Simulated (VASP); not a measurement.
Input of a VASP 6.6.1 run:

The input INCAR:

```
ALGO = Normal
EDIFF = 1E-6
ENCUT = 700
GGA = PS
GGA_COMPAT = F
ISIF = 2
ISMEAR = 0
ISPIN = 2
LASPH = T
LCHARG = F
LMAXMIX = 4
LORBIT = 11
LREAL = F
LWAVE = F
MAGMOM = 2 0
NBANDS = 22
NELM = 200
PREC = Accurate
SIGMA = 0.05
```

KPOINTS

```
k-points
0
Gamma
  9 9 9
```

Contents of POSCAR:

```
CoO
1.0
    0.0000000000      2.1315000000      2.1315000000
    2.1315000000      0.0000000000      2.1315000000
    2.1315000000      2.1315000000      0.0000000000
Co O
1 1
Direct
    0.0000000000      0.0000000000      0.0000000000
    0.5000000000      0.5000000000      0.5000000000
```

Potentials or basis: VASP PAW PBE potentials, release 64 (Co_sv, O).

Command:

```sh
$ cat potpaw_PBE.64/Co_sv/POTCAR potpaw_PBE.64/O/POTCAR > POTCAR
$ mpirun -np 1 vasp_std > vasp.out
```

Q: What does it give for the pressure?

A: -11.8 GPa.

Q: Predict the site moments.

A: Co +2.55; O +0.33 μB.

Caveat: the cell stands under tension; the PAW data sets were made with another functional, which shifts forces and pressure a little; a cell with one magnetic atom can't hold antiferromagnetic order, which such compounds often take.
